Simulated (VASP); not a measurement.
# Pt2S (Fm-3m) in VASP: a series of runs, part 2 of 2

VASP 6.6.1. The steps go on from the part before.

**3. Single point, PBE**

Input file INCAR:

```
SYSTEM = Pt2S
ALGO = Normal
EDIFF = 1E-6
ENCUT = 520
GGA = PE
ISIF = 2
ISMEAR = 0
LASPH = .TRUE.
LCHARG = .FALSE.
LREAL = .FALSE.
LWAVE = .FALSE.
NBANDS = 20
NELM = 80
PREC = Accurate
SIGMA = 0.1
```

Input file KPOINTS:

```
k-points
0
G
  14 14 14
  0 0 0
```

Input file POSCAR:

```
Pt2S
1.0
    0.0000000000      2.9328578011      2.9328578011
    2.9328578011      0.0000000000      2.9328578011
    2.9328578011      2.9328578011      0.0000000000
Pt S
2 1
Direct
    0.2500000000      0.2500000000      0.2500000000
    0.7500000000      0.7500000000      0.7500000000
    0.0000000000      0.0000000000      0.0000000000
```

Potentials or basis: VASP PAW PBE potentials, release 64 (Pt, S).

Launch:

```console
$ cat potpaw_PBE.64/Pt/POTCAR potpaw_PBE.64/S/POTCAR > POTCAR
$ mpirun -np 1 vasp_std > vasp.out
```

OUTCAR:

```text
SYSTEM = Pt2S
   EDIFF = 1E-6
   ENCUT = 520
   GGA = PE
   ISIF = 2
   ISMEAR = 0
   LASPH = .TRUE.
   LREAL = .FALSE.
   NELM = 80
   PREC = Accurate

 ion  position               nearest neighbor table
   1  0.250  0.250  0.250-   3 2.54   3 2.54   3 2.54   3 2.54   2 2.93   2 2.93   2 2.93   2 2.93
                             2 2.93   2 2.93
   2  0.750  0.750  0.750-   3 2.54   3 2.54   3 2.54   3 2.54   1 2.93   1 2.93   1 2.93   1 2.93
                             1 2.93   1 2.93
   3  0.000  0.000  0.000-   2 2.54   2 2.54   2 2.54   1 2.54   2 2.54   1 2.54   1 2.54   1 2.54

  LATTYP: Found a face centered cubic cell.
 ALAT       =     5.8657156022

  Lattice vectors:

 A1 = (   0.0000000000,   2.9328578011,   2.9328578011)
 A2 = (   2.9328578011,   0.0000000000,   2.9328578011)
 A3 = (   2.9328578011,   2.9328578011,   0.0000000000)

Analysis of symmetry for initial positions (statically):
=====================================================================
 Subroutine PRICEL returns:
 Original cell was already a primitive cell.

 Routine SETGRP: Setting up the symmetry group for a
 face centered cubic supercell.

 Subroutine GETGRP returns: Found 48 space group operations
 (whereof 48 operations were pure point group operations)
 out of a pool of 48 trial point group operations.

The static configuration has the point symmetry O_h .

Analysis of symmetry for dynamics (positions and initial velocities):
=====================================================================
 Subroutine PRICEL returns:
 Original cell was already a primitive cell.

 Routine SETGRP: Setting up the symmetry group for a
 face centered cubic supercell.

 Subroutine GETGRP returns: Found 48 space group operations
 (whereof 48 operations were pure point group operations)
 out of a pool of 48 trial point group operations.

The dynamic configuration has the point symmetry O_h .

 Subroutine INISYM returns: Found 48 space group operations
 (whereof 48 operations are pure point group operations),
 and found     1 'primitive' translations

----------------------------------------------------------------------------------------

                                     Primitive cell

  volume of cell :      50.4549

  direct lattice vectors                    reciprocal lattice vectors
     0.000000000  2.932857801  2.932857801    -0.170482183  0.170482183  0.170482183
     2.932857801  0.000000000  2.932857801     0.170482183 -0.170482183  0.170482183
     2.932857801  2.932857801  0.000000000     0.170482183  0.170482183 -0.170482183

  length of vectors
     4.147687279  4.147687279  4.147687279     0.295283803  0.295283803  0.295283803

  position of ions in fractional coordinates (direct lattice)
     0.250000000  0.250000000  0.250000000
     0.750000000  0.750000000  0.750000000
     0.000000000  0.000000000  0.000000000

  ion indices of the primitive-cell ions
   primitive index   ion index
                 1           1
                 2           2
                 3           3

----------------------------------------------------------------------------------------

 KPOINTS: k-points

Automatic generation of k-mesh.
 Grid dimensions read from file:
 generate k-points for:   14   14   14

 Generating k-lattice:

  Cartesian coordinates                     Fractional coordinates (reciprocal lattice)
    -0.012177299  0.012177299  0.012177299     0.071428571  0.000000000  0.000000000
     0.012177299 -0.012177299  0.012177299     0.000000000  0.071428571  0.000000000
     0.012177299  0.012177299 -0.012177299     0.000000000  0.000000000  0.071428571

  Length of vectors
     0.021091700  0.021091700  0.021091700

  Shift w.r.t. Gamma in fractional coordinates (k-lattice)
     0.000000000  0.000000000  0.000000000

 Subroutine IBZKPT returns following result:
 ===========================================

 Found    104 irreducible k-points:

 Following reciprocal coordinates:
            Coordinates               Weight
  0.000000  0.000000  0.000000      1.000000
  0.071429  0.000000  0.000000      8.000000
  0.142857  0.000000  0.000000      8.000000
  0.214286  0.000000  0.000000      8.000000
  0.285714  0.000000  0.000000      8.000000
  0.357143  0.000000  0.000000      8.000000
[... 16 lines left out ...]
  0.214286  0.142857  0.000000     24.000000
  0.285714  0.142857  0.000000     24.000000
 [... further k-points ...]
   k-points           NKPTS =    104   k-points in BZ     NKDIM =    104   number of bands    NBANDS=     20
   number of dos      NEDOS =    301   number of ions     NIONS =      3
   total plane-waves  NPLWV =  32768
   dimension x,y,z NGX =    32 NGY =   32 NGZ =   32
   dimension x,y,z NGXF=    64 NGYF=   64 NGZF=   64
   ions per type =               2   1
   NGX,Y,Z   is equivalent  to a cutoff of  12.83, 12.83, 12.83 a.u.
   NGXF,Y,Z  is equivalent  to a cutoff of  25.65, 25.65, 25.65 a.u.
 SYSTEM =  Pt2S
   PREC   = accura    normal or accurate (medium, high low for compatibility)
   ISTART =      0    job   : 0-new  1-cont  2-samecut
   ICHARG =      2    charge: 1-file 2-atom 10-const
   ISPIN  =      1    spin polarized calculation?
   LNONCOLLINEAR =      F non collinear calculations
   LSORBIT =      F    spin-orbit coupling
   LASPH  =      T    aspherical Exc in radial PAW
   ENCUT  =  520.0 eV  38.22 Ry    6.18 a.u.   7.71  7.71  7.71*2*pi/ulx,y,z
   NELM   =     80;   NELMIN=  2; NELMDL= -5     # of ELM steps
   EDIFF  = 0.1E-05   stopping-criterion for ELM
   LREAL  =      F    real-space projection
[... 7 lines left out ...]
   TEBEG  =    0.0;   TEEND  =   0.0 temperature during run
   PSTRESS=    0.0 pullay stress
   NELECT =      26.0000    total number of electrons
   NUPDOWN=      -1.0000    fix difference up-down
   EMIN   =  10.00;   EMAX   =-10.00  energy-range for DOS
   EFERMI =   0.00;   METHOD = LEGACY
   ISMEAR =     0;   SIGMA  =   0.10  broadening in eV -4-tet -1-fermi 0-gaus
   EFERMI_NEDOS =   21; number of points for ismear=-14 and -15
   IALGO  =     38    algorithm
   IMIX   =      4    mixing-type and parameters
     AMIX     =   0.40;   BMIX     =  1.00
     AMIX_MAG =   1.60;   BMIX_MAG =  1.00
  volume/ion in A,a.u.               =      16.82       113.50
  Fermi-wavevector in a.u.,A,eV,Ry     =   1.312497  2.480259 23.438049  1.722648
  Thomas-Fermi vector in A             =   2.442885
   LORBIT       =      0    0 simple, 1 ext, 2 COOP (PROOUT), +10 PAW based schemes
   GGA     = PE    functional components
   LHFCALC =     F    Hartree Fock is set to
   AEXX    =    0.0000 exact exchange contribution
   IVDW    =     0    specifies the selected vdW correction
   LEPSILON=     F    determine dielectric tensor
   LRPA    =     F    only Hartree local field effects (RPA)
 non-spin polarized calculation
 Gauss-broadening in eV      SIGMA  =   0.10
  energy-cutoff  :      520.00
  volume of cell :       50.45
 maximum number of plane-waves:      1381
   NGX = 15   NGY = 15   NGZ = 15

 number of electron      25.9999997 magnetization

 Free energy of the ion-electron system (eV)
  ---------------------------------------------------
  ext. energy  EPLUGINS =         0.00000000
  ---------------------------------------------------
  free energy    TOTEN  =       -15.10331196 eV

  energy without entropy =      -15.08180048  energy(sigma->0) =      -15.09255622

 E-fermi :   9.1229     XC(G=0): -11.9774

 val. band max:        9.1228096853   @ k =  -0.2857   0.2143   0.0714
 cond. band min:       9.1228949659   @ k =  -0.3571   0.3571   0.0000
 fundamental gap:      0.0000852806
 Fermi energy:         9.1228849744

 k-point     1 :       0.0000    0.0000    0.0000
  band No.  band energies     occupation
      1      -6.6487      2.00000
      2       1.7864      2.00000
      3       1.7864      2.00000
      4       1.7864      2.00000
      5       3.9113      2.00000
      6       3.9113      2.00000
[... 12 lines left out ...]
     19      17.3437      0.00000
     20      20.8551      0.00000
[... 507 lines left out ...]
 k-point    24 :       0.2857    0.1429    0.0000
  band No.  band energies     occupation
      1      -6.2656      2.00000
      2       1.2159      2.00000
      3       2.2157      2.00000
      4       2.2880      2.00000
      5       4.2691      2.00000
      6       4.6050      2.00000
[... 12 lines left out ...]
     19      18.0219      0.00000
     20      19.5116      0.00000

 [... further k-points ...]

------------------------ aborting loop because EDIFF is reached ----------------------------------------

  FORCE on cell =-STRESS in cart. coord.  units (eV):
  Direction    XX          YY          ZZ          XY          YZ          ZX
  --------------------------------------------------------------------------------------
  -------------------------------------------------------------------------------------
  Total       -0.0585211     -0.0585211     -0.0585211      0.0000000     -0.0000000     -0.0000000
  in kB       -1.8583184     -1.8583184     -1.8583184      0.0000000     -0.0000000     -0.0000000
  external PRESSURE =      -1.8583184 kB  Pullay stress =       0.0000000 kB

 VOLUME and BASIS-vectors are now :
 -----------------------------------------------------------------------------
  energy-cutoff  :      520.00
  volume of cell :       50.45
      direct lattice vectors                 reciprocal lattice vectors
     0.000000000  2.932857801  2.932857801    -0.170482183  0.170482183  0.170482183
     2.932857801  0.000000000  2.932857801     0.170482183 -0.170482183  0.170482183
     2.932857801  2.932857801  0.000000000     0.170482183  0.170482183 -0.170482183

 POSITION                                       TOTAL-FORCE (eV/Angst)
 -----------------------------------------------------------------------------------
      1.46643      1.46643      1.46643         0.000000      0.000000     -0.000000
      4.39929      4.39929      4.39929        -0.000000     -0.000000      0.000000
      0.00000      0.00000      0.00000        -0.000000      0.000000     -0.000000
 -----------------------------------------------------------------------------------
    total drift:                               -0.000000     -0.000000      0.000000

  FREE ENERGIE OF THE ION-ELECTRON SYSTEM (eV)
  ---------------------------------------------------
  free  energy   TOTEN  =       -15.1033119567 eV

  energy  without entropy=      -15.0818004812  energy(sigma->0) =      -15.09255622
```

OSZICAR:

```text
N       E                     dE             d eps       ncg     rms          rms(c)
DAV:   1     0.134835374866E+03    0.13484E+03   -0.12885E+04  4160   0.120E+03
DAV:   2    -0.105081753761E+02   -0.14534E+03   -0.13971E+03  4712   0.252E+02
DAV:   3    -0.155055321976E+02   -0.49974E+01   -0.49114E+01  4972   0.434E+01
DAV:   4    -0.155543881370E+02   -0.48856E-01   -0.48800E-01  4652   0.480E+00
DAV:   5    -0.155551019352E+02   -0.71380E-03   -0.71374E-03  5012   0.591E-01    0.242E+01
DAV:   6    -0.151616584136E+02    0.39344E+00   -0.15525E+00  4628   0.916E+00    0.131E+01
DAV:   7    -0.151167706845E+02    0.44888E-01   -0.13730E-01  4540   0.276E+00    0.523E+00
DAV:   8    -0.151043040686E+02    0.12467E-01   -0.59757E-02  4592   0.186E+00    0.909E-01
DAV:   9    -0.151033855762E+02    0.91849E-03   -0.31781E-03  4776   0.343E-01    0.192E-01
DAV:  10    -0.151033059667E+02    0.79610E-04   -0.53860E-04  4728   0.163E-01    0.491E-02
DAV:  11    -0.151033116989E+02   -0.57322E-05   -0.79664E-06  4644   0.233E-02    0.111E-02
DAV:  12    -0.151033119567E+02   -0.25779E-06   -0.69710E-07  3032   0.629E-03
   1 F= -.15103312E+02 E0= -.15092556E+02  d E =-.215115E-01
```

It took 40 s on 1 thread of AMD EPYC 9R45 (Zen 5), shared host; peak memory 0.21 GiB.

Results:

```
Free energy            : -15.1033 eV
Pressure               : -0.2 GPa
Band gap on the k mesh : zero (bands 13 and 14 overlap by 1.37 eV)
```

Caveat: spin-orbit coupling is left out, which moves the levels of the heavy elements.

**4. Relaxation of cell and atoms, PBE**

Input file INCAR:

```
  PREC = Accurate
  ENCUT = 600
  EDIFF = 1E-7
  ISMEAR = 0
  SIGMA = 0.1
  LREAL = False
  LASPH = True
  NELM = 60
  ALGO = Normal
  ISIF = 3
  LWAVE = False
  LCHARG = False
  GGA = PE
  IBRION = 2
  NSW = 100
  EDIFFG = -0.01
```

Input file KPOINTS:

```
Automatic mesh
0
Gamma
  14 14 14
```

Input file POSCAR:

```
Pt2S
1.0
    0.0000000000      2.9313773070      2.9313773070
    2.9313773070      0.0000000000      2.9313773070
    2.9313773070      2.9313773070      0.0000000000
Pt S
2 1
Direct
    0.2500000000      0.2500000000      0.2500000000
    0.7500000000      0.7500000000      0.7500000000
    0.0000000000      0.0000000000      0.0000000000
```

Potentials or basis: VASP PAW PBE potentials, release 64 (Pt, S).

Launch:

```console
$ cat potpaw_PBE.64/Pt/POTCAR potpaw_PBE.64/S/POTCAR > POTCAR
$ mpirun -np 1 vasp_std > vasp.out
```

OUTCAR:

```text
PREC = Accurate
   ENCUT = 600
   EDIFF = 1E-7
   ISMEAR = 0
   LREAL = False
   LASPH = True
   NELM = 60
   ISIF = 3
   GGA = PE
   IBRION = 2
   NSW = 100
   EDIFFG = -0.01

 ion  position               nearest neighbor table
   1  0.250  0.250  0.250-   3 2.54   3 2.54   3 2.54   3 2.54   2 2.93   2 2.93   2 2.93   2 2.93
                             2 2.93   2 2.93
   2  0.750  0.750  0.750-   3 2.54   3 2.54   3 2.54   3 2.54   1 2.93   1 2.93   1 2.93   1 2.93
                             1 2.93   1 2.93
   3  0.000  0.000  0.000-   2 2.54   2 2.54   2 2.54   1 2.54   2 2.54   1 2.54   1 2.54   1 2.54

  LATTYP: Found a face centered cubic cell.
 ALAT       =     5.8627546140

  Lattice vectors:

 A1 = (   0.0000000000,   2.9313773070,   2.9313773070)
 A2 = (   2.9313773070,   0.0000000000,   2.9313773070)
 A3 = (   2.9313773070,   2.9313773070,   0.0000000000)

Analysis of symmetry for initial positions (statically):
=====================================================================
 Subroutine PRICEL returns:
 Original cell was already a primitive cell.

 Routine SETGRP: Setting up the symmetry group for a
 face centered cubic supercell.

 Subroutine GETGRP returns: Found 48 space group operations
 (whereof 48 operations were pure point group operations)
 out of a pool of 48 trial point group operations.

The static configuration has the point symmetry O_h .

Analysis of symmetry for dynamics (positions and initial velocities):
=====================================================================
 Subroutine PRICEL returns:
 Original cell was already a primitive cell.

 Routine SETGRP: Setting up the symmetry group for a
 face centered cubic supercell.

 Subroutine GETGRP returns: Found 48 space group operations
 (whereof 48 operations were pure point group operations)
 out of a pool of 48 trial point group operations.

The dynamic configuration has the point symmetry O_h .
[... 129 lines left out ...]
   IVDW    =     0    specifies the selected vdW correction
   LEPSILON=     F    determine dielectric tensor
   LRPA    =     F    only Hartree local field effects (RPA)
 conjugate gradient relaxation of ions
 non-spin polarized calculation
 Gauss-broadening in eV      SIGMA  =   0.10
  energy-cutoff  :      600.00
  volume of cell :       50.38
 maximum number of plane-waves:      1704
 NGX is ok and might be reduce to    36
   NGX = 17   NGY = 17   NGZ = 17

--------------------------------------- Ionic step        1  -------------------------------------------

 number of electron      25.9999999 magnetization

 Free energy of the ion-electron system (eV)
  ---------------------------------------------------
  ext. energy  EPLUGINS =         0.00000000
  ---------------------------------------------------
  free energy    TOTEN  =       -15.10356111 eV

  energy without entropy =      -15.08214451  energy(sigma->0) =      -15.09285281

------------------------ aborting loop because EDIFF is reached ----------------------------------------

  FORCE on cell =-STRESS in cart. coord.  units (eV):
  Direction    XX          YY          ZZ          XY          YZ          ZX
  --------------------------------------------------------------------------------------
  -------------------------------------------------------------------------------------
  Total        0.0336421      0.0336421      0.0336421      0.0000000     -0.0000000      0.0000000
  in kB        1.0699116      1.0699116      1.0699116      0.0000000     -0.0000000      0.0000000
  external PRESSURE =       1.0699116 kB  Pullay stress =       0.0000000 kB
[... 61 lines left out ...]
--------------------------------------- Ionic step        3  -------------------------------------------

 number of electron      25.9999999 magnetization

 Free energy of the ion-electron system (eV)
  ---------------------------------------------------
  ext. energy  EPLUGINS =         0.00000000
  ---------------------------------------------------
  free energy    TOTEN  =       -15.10357186 eV

  energy without entropy =      -15.08211513  energy(sigma->0) =      -15.09284350

 E-fermi :   9.1373     XC(G=0): -11.9821

 val. band max:        9.1368346613   @ k =  -0.3571   0.3571   0.0000
 cond. band min:       9.1374427011   @ k =  -0.2857   0.2143   0.0714
 fundamental gap:      0.0006080398
 Fermi energy:         9.1372719001

 k-point     1 :       0.0000    0.0000    0.0000
  band No.  band energies     occupation
      1      -6.6420      2.00000
      2       1.7922      2.00000
      3       1.7922      2.00000
      4       1.7922      2.00000
      5       3.9179      2.00000
      6       3.9179      2.00000
[... 457 lines left out ...]
      4       2.2945      2.00000
      5       4.2763      2.00000
      6       4.6126      2.00000
[... 9 lines left out ...]
     16      12.6914      0.00000
     17      14.6710      0.00000

 [... further k-points ...]

------------------------ aborting loop because EDIFF is reached ----------------------------------------

  FORCE on cell =-STRESS in cart. coord.  units (eV):
  Direction    XX          YY          ZZ          XY          YZ          ZX
  --------------------------------------------------------------------------------------
  -------------------------------------------------------------------------------------
  Total        0.0022671      0.0022671      0.0022671      0.0000000     -0.0000000      0.0000000
  in kB        0.0720530      0.0720530      0.0720530      0.0000000     -0.0000000      0.0000000
  external PRESSURE =       0.0720530 kB  Pullay stress =       0.0000000 kB
[... 18 lines left out ...]
  FREE ENERGIE OF THE ION-ELECTRON SYSTEM (eV)
  ---------------------------------------------------
  free  energy   TOTEN  =       -15.1035718623 eV

  energy  without entropy=      -15.0821151309  energy(sigma->0) =      -15.09284350

 reached required accuracy - stopping structural energy minimisation
```

CONTCAR:

```text
Pt2S
   1.00000000000000
     0.0000000000000000    2.9320176390493291    2.9320176390493291
     2.9320176390493291   -0.0000000000000000    2.9320176390493291
     2.9320176390493291    2.9320176390493291    0.0000000000000000
  Pt              S
     2     1
Direct
     0.2500000000000000    0.2500000000000000    0.2500000000000000
     0.7500000000000000    0.7500000000000000    0.7500000000000000
     0.0000000000000000    0.0000000000000000    0.0000000000000000

  0.00000000E+00  0.00000000E+00  0.00000000E+00
  0.00000000E+00  0.00000000E+00  0.00000000E+00
  0.00000000E+00  0.00000000E+00  0.00000000E+00
```

Wall time 2.2 min (1 thread of AMD EPYC 9R45 (Zen 5), shared host); peak memory 0.25 GiB.

What came out:

* Free energy: -15.1036 eV
* Relaxed volume: 16.80 Å³/atom
* Relaxed cell: a = 4.146 Å, b = 4.146 Å, c = 4.146 Å, α = 60.00°, β = 60.00°, γ = 60.00°
* Space group after relaxing (to 0.1 Å): Fm-3m (No. 225)
* Energy gained by relaxing: 0.0 meV/atom
* Ionic steps: 3
* Pressure after relaxing: 0.0 GPa
* Band gap on the k mesh: zero (bands 13 and 14 overlap by 1.37 eV)

Final structure:
```
CELL_PARAMETERS angstrom
0.00000 2.93202 2.93202
2.93202 0.00000 2.93202
2.93202 2.93202 0.00000
ATOMIC_POSITIONS crystal
Pt 0.25000 0.25000 0.25000
Pt 0.75000 0.75000 0.75000
S 0.00000 0.00000 0.00000
```

Caveat: spin-orbit coupling is left out, which moves the levels of the heavy elements.

**5. Overview**

```csv
task,cell,k mesh,cutoff (eV),gap on the mesh (eV),pressure (GPa)
single point,"a = 4.146 Å, angles 60.0°, 3 atoms",6 × 6 × 6,520,none,-0.1
single point,"a = 4.148 Å, angles 60.0°, 3 atoms",14 × 14 × 14,520,none,-0.2
relaxation of cell and atoms,"relaxed from a = 4.146 Å, angles 60.0°, 3 atoms",14 × 14 × 14,600,none,0.0
```

Alike in all rows: level PBE; potentials or basis VASP PAW PBE potentials, release 64 (Pt, S); no spin polarisation; smearing gaussian 0.1 eV.

Caveats: spin-orbit coupling is left out, which moves the levels of the heavy elements.

Absolute energies hang on the potentials; compare differences alone.
